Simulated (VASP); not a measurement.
# CdS in VASP: notebook, part 2 of 2

VASP 6.6.1. The steps go on from the part before.

**5. Single point, PBE**

Input file INCAR:

```
PREC = Accurate
ENCUT = 520
EDIFF = 1E-6
ISMEAR = 0
SIGMA = 0.02
LREAL = False
LASPH = True
NELM = 80
ALGO = Normal
ISIF = 2
LWAVE = False
LCHARG = False
GGA = PE
NBANDS = 46
```

Input file KPOINTS:

```
Automatic mesh
0
Gamma
  6 6 6
  0.5 0.5 0.5
```

Input file POSCAR:

```
CdS
1.0
   -4.0423742092      4.0423742092      4.0423742092
    4.0423742092     -4.0423742092      4.0423742092
    4.0423742092      4.0423742092     -4.0423742092
Cd S
4 4
Direct
    0.3214674958      0.3214674958      0.3214674958
    0.0000000000      0.0000000000      0.6785325042
    0.0000000000      0.6785325042      0.0000000000
    0.6785325042      0.0000000000      0.0000000000
    0.6738324858      0.6738324858      0.6738324858
    0.0000000000      0.0000000000      0.3261675142
    0.0000000000      0.3261675142      0.0000000000
    0.3261675142      0.0000000000      0.0000000000
```

Potentials or basis: VASP PAW PBE potentials, release 64 (Cd, S).

Launch:

```
cat potpaw_PBE.64/Cd/POTCAR potpaw_PBE.64/S/POTCAR > POTCAR
mpirun -np 1 vasp_std > vasp.out
```

OUTCAR:

```text
PREC = Accurate
   ENCUT = 520
   EDIFF = 1E-6
   ISMEAR = 0
   LREAL = False
   LASPH = True
   NELM = 80
   ISIF = 2
   GGA = PE

 ion  position               nearest neighbor table
   1  0.321  0.321  0.321-   5 2.47   6 2.62   7 2.62   8 2.62   2 3.68   3 3.68   4 3.68
   2  0.000  0.000  0.679-   6 2.47   5 2.62   7 2.62   8 2.62   3 3.68   4 3.68   1 3.68
   3  0.000  0.679  0.000-   7 2.47   5 2.62   6 2.62   8 2.62   2 3.68   4 3.68   1 3.68
   4  0.679  0.000  0.000-   8 2.47   5 2.62   7 2.62   6 2.62   2 3.68   3 3.68   1 3.68
   5  0.674  0.674  0.674-   1 2.47   3 2.62   4 2.62   2 2.62
   6  0.000  0.000  0.326-   2 2.47   1 2.62   3 2.62   4 2.62
   7  0.000  0.326  0.000-   3 2.47   2 2.62   4 2.62   1 2.62
   8  0.326  0.000  0.000-   4 2.47   3 2.62   2 2.62   1 2.62

  LATTYP: Found a body centered cubic cell.
 ALAT       =     8.0847484184

  Lattice vectors:

 A1 = (  -4.0423742092,   4.0423742092,   4.0423742092)
 A2 = (   4.0423742092,  -4.0423742092,   4.0423742092)
 A3 = (   4.0423742092,   4.0423742092,  -4.0423742092)

Analysis of symmetry for initial positions (statically):
=====================================================================
 Subroutine PRICEL returns:
 Original cell was already a primitive cell.

 Routine SETGRP: Setting up the symmetry group for a
 body centered cubic supercell.

 Subroutine GETGRP returns: Found 24 space group operations
 (whereof 24 operations were pure point group operations)
 out of a pool of 48 trial point group operations.

The static configuration has the point symmetry T_d .

Analysis of symmetry for dynamics (positions and initial velocities):
=====================================================================
 Subroutine PRICEL returns:
 Original cell was already a primitive cell.

 Routine SETGRP: Setting up the symmetry group for a
 body centered cubic supercell.

 Subroutine GETGRP returns: Found 24 space group operations
 (whereof 24 operations were pure point group operations)
 out of a pool of 48 trial point group operations.

The dynamic configuration has the point symmetry T_d .

 Subroutine INISYM returns: Found 24 space group operations
 (whereof 24 operations are pure point group operations),
 and found     1 'primitive' translations

----------------------------------------------------------------------------------------

                                     Primitive cell

  volume of cell :     264.2223

  direct lattice vectors                    reciprocal lattice vectors
    -4.042374209  4.042374209  4.042374209     0.000000000  0.123689687  0.123689687
     4.042374209 -4.042374209  4.042374209     0.123689687  0.000000000  0.123689687
     4.042374209  4.042374209 -4.042374209     0.123689687  0.123689687  0.000000000

  length of vectors
     7.001597514  7.001597514  7.001597514     0.174923633  0.174923633  0.174923633

  position of ions in fractional coordinates (direct lattice)
     0.321467496  0.321467496  0.321467496
     0.000000000  0.000000000  0.678532504
     0.000000000  0.678532504  0.000000000
     0.678532504  0.000000000  0.000000000
[... 50 lines left out ...]
 -0.416667  0.416667  0.083333     24.000000
 -0.250000  0.416667  0.083333     24.000000
 -0.416667 -0.416667  0.083333     24.000000
  0.250000  0.250000  0.250000      2.000000
 -0.250000  0.250000  0.250000      6.000000
 -0.416667  0.416667  0.250000     24.000000
 -0.416667 -0.416667  0.250000      8.000000
 -0.416667  0.416667  0.416667      6.000000
   k-points           NKPTS =     14   k-points in BZ     NKDIM =     14   number of bands    NBANDS=     46
   number of dos      NEDOS =    301   number of ions     NIONS =      8
   total plane-waves  NPLWV = 157464
   dimension x,y,z NGX =    54 NGY =   54 NGZ =   54
   dimension x,y,z NGXF=   108 NGYF=  108 NGZF=  108
   ions per type =               4   4
   NGX,Y,Z   is equivalent  to a cutoff of  12.82, 12.82, 12.82 a.u.
   NGXF,Y,Z  is equivalent  to a cutoff of  25.64, 25.64, 25.64 a.u.
 SYSTEM =  unknown system
   PREC   = accura    normal or accurate (medium, high low for compatibility)
   ISTART =      0    job   : 0-new  1-cont  2-samecut
   ICHARG =      2    charge: 1-file 2-atom 10-const
   ISPIN  =      1    spin polarized calculation?
   LNONCOLLINEAR =      F non collinear calculations
   LSORBIT =      F    spin-orbit coupling
   LASPH  =      T    aspherical Exc in radial PAW
   ENCUT  =  520.0 eV  38.22 Ry    6.18 a.u.  13.02 13.02 13.02*2*pi/ulx,y,z
   NELM   =     80;   NELMIN=  2; NELMDL= -5     # of ELM steps
   EDIFF  = 0.1E-05   stopping-criterion for ELM
   LREAL  =      F    real-space projection
   EDIFFG = 0.1E-04   stopping-criterion for IOM
   NSW    =      0    number of steps for IOM
   IBRION =     -1    ionic relax: 0-MD 1-quasi-New 2-CG
   NFREE  =      0    steps in history (QN), initial steepest desc. (CG)
   ISIF   =      2    stress and relaxation
   ISYM   =      2    0-nonsym 1-usesym 2-fastsym
   POTIM  = 0.5000    time-step for ionic-motion
   TEBEG  =    0.0;   TEEND  =   0.0 temperature during run
   PSTRESS=    0.0 pullay stress
   NELECT =      72.0000    total number of electrons
   NUPDOWN=      -1.0000    fix difference up-down
   EMIN   =  10.00;   EMAX   =-10.00  energy-range for DOS
   EFERMI =   0.00;   METHOD = LEGACY
   ISMEAR =     0;   SIGMA  =   0.02  broadening in eV -4-tet -1-fermi 0-gaus
   EFERMI_NEDOS =   21; number of points for ismear=-14 and -15
   IALGO  =     38    algorithm
   IMIX   =      4    mixing-type and parameters
     AMIX     =   0.40;   BMIX     =  1.00
     AMIX_MAG =   1.60;   BMIX_MAG =  1.00
  volume/ion in A,a.u.               =      33.03       222.88
  Fermi-wavevector in a.u.,A,eV,Ry     =   1.061359  2.005679 15.326743  1.126484
  Thomas-Fermi vector in A             =   2.196773
   LORBIT       =      0    0 simple, 1 ext, 2 COOP (PROOUT), +10 PAW based schemes
   GGA     = PE    functional components
   LHFCALC =     F    Hartree Fock is set to
   AEXX    =    0.0000 exact exchange contribution
   IVDW    =     0    specifies the selected vdW correction
   LEPSILON=     F    determine dielectric tensor
   LRPA    =     F    only Hartree local field effects (RPA)
 non-spin polarized calculation
 Gauss-broadening in eV      SIGMA  =   0.02
  energy-cutoff  :      520.00
  volume of cell :      264.22
 maximum number of plane-waves:      7164
 NGX is ok and might be reduce to    54
   NGX = 25   NGY = 25   NGZ = 25

 number of electron      72.0000009 magnetization

 Free energy of the ion-electron system (eV)
  ---------------------------------------------------
  ext. energy  EPLUGINS =         0.00000000
  ---------------------------------------------------
  free energy    TOTEN  =       -23.67890771 eV

  energy without entropy =      -23.67890771  energy(sigma->0) =      -23.67890771

 E-fermi :  -0.5958     XC(G=0):  -7.5299

 val. band max:       -0.6918474119   @ k =  -0.4167   0.4167   0.4167
 cond. band min:       1.1186180011   @ k =  -0.0833   0.0833   0.0833
 fundamental gap:      1.8104654129
 Fermi energy:        -0.5957897422

 k-point     1 :       0.0833    0.0833    0.0833
  band No.  band energies     occupation
      1     -12.4887      2.00000
      2     -11.9791      2.00000
      3     -11.9521      2.00000
      4     -11.9521      2.00000
      5      -8.1301      2.00000
      6      -8.1012      2.00000
[... 675 lines left out ...]
     45       5.7269      0.00000
     46       6.1297      0.00000

------------------------ aborting loop because EDIFF is reached ----------------------------------------

  FORCE on cell =-STRESS in cart. coord.  units (eV):
  Direction    XX          YY          ZZ          XY          YZ          ZX
  --------------------------------------------------------------------------------------
  -------------------------------------------------------------------------------------
  Total        0.4117692      0.4117692      0.4117692      0.0000000     -0.0000000     -0.0000000
  in kB        2.4968639      2.4968639      2.4968639      0.0000000     -0.0000000     -0.0000000
  external PRESSURE =       2.4968639 kB  Pullay stress =       0.0000000 kB

 VOLUME and BASIS-vectors are now :
 -----------------------------------------------------------------------------
  energy-cutoff  :      520.00
  volume of cell :      264.22
      direct lattice vectors                 reciprocal lattice vectors
    -4.042374209  4.042374209  4.042374209     0.000000000  0.123689687  0.123689687
     4.042374209 -4.042374209  4.042374209     0.123689687  0.000000000  0.123689687
     4.042374209  4.042374209 -4.042374209     0.123689687  0.123689687  0.000000000

 POSITION                                       TOTAL-FORCE (eV/Angst)
 -----------------------------------------------------------------------------------
      1.29949      1.29949      1.29949         0.005074      0.005074      0.005074
      2.74288      2.74288     -2.74288        -0.005074     -0.005074      0.005074
      2.74288     -2.74288      2.74288        -0.005074      0.005074     -0.005074
     -2.74288      2.74288      2.74288         0.005074     -0.005074     -0.005074
      2.72388      2.72388      2.72388        -0.005527     -0.005527     -0.005527
      1.31849      1.31849     -1.31849         0.005527      0.005527     -0.005527
      1.31849     -1.31849      1.31849         0.005527     -0.005527      0.005527
     -1.31849      1.31849      1.31849        -0.005527      0.005527      0.005527
 -----------------------------------------------------------------------------------
    total drift:                               -0.000000     -0.000000      0.000001

  FREE ENERGIE OF THE ION-ELECTRON SYSTEM (eV)
  ---------------------------------------------------
  free  energy   TOTEN  =       -23.6789077065 eV

  energy  without entropy=      -23.6789077065  energy(sigma->0) =      -23.67890771
```

Wall time 2.3 min (1 thread of Intel Xeon Platinum 8488C (Sapphire Rapids), shared host); peak memory 0.46 GiB.

Results:

- Free energy: -23.6789 eV
- Pressure: 0.2 GPa
- Largest force: 0.010 eV/Å
- Band gap on the k mesh: 1.81 eV (least direct gap 1.85 eV)

Forces on the atoms (eV/Å):
```
Cd   0.005  0.005  0.005
Cd  -0.005 -0.005  0.005
Cd  -0.005  0.005 -0.005
Cd   0.005 -0.005 -0.005
S   -0.006 -0.006 -0.006
S    0.006  0.006 -0.006
S    0.006 -0.006  0.006
S   -0.006  0.006  0.006
```

Levels at points of the mesh, in eV from the valence-band top:
| k point | band 32 | band 33 | band 34 | band 35 | band 36 | band 37 | band 38 | band 39 | band 40 | band 41 |
| --- | --- | --- | --- | --- | --- | --- | --- | --- | --- | --- |
| (0.08, 0.08, 0.08) | -0.71 | -0.67 | -0.67 | -0.07 | -0.07 | 2.20 | 4.08 | 4.53 | 4.53 | 5.73 |

Caveat: a shifted mesh leaves out Γ, where band edges can lie.

**6. Overview**

```tsv
cell	k mesh	smearing	gap on the mesh (eV)	pressure (GPa)	largest force (eV/Å)
a = 6.998 Å, angles 109.5°, 8 atoms, atomic positions A	4 × 4 × 4	gaussian 0.1 eV	1.50	0.3	0.03
a = 6.995, b = 7.001, c = 7.005 Å, angles 109.5, 109.4, 109.5°, 8 atoms, atomic positions B	2 × 2 × 2	gaussian 0.1 eV	1.49	0.2	0.01
a = 7.002 Å, angles 109.5°, 8 atoms, atomic positions C	6 × 6 × 6	gaussian 0.02 eV	1.50	0.2	0.01
a = 7.002 Å, angles 109.5°, 8 atoms, atomic positions C	6 × 6 × 6, shifted	gaussian 0.02 eV	1.81	0.2	0.01
```

Alike in all rows: task single point; level PBE; potentials or basis VASP PAW PBE potentials, release 64 (Cd, S); no spin polarisation; cutoff (eV) 520.

Caveats: some runs use coarse meshes; a shifted mesh leaves out Γ, where band edges can lie (at least some runs).

Absolute energies hang on the potentials; compare differences alone.
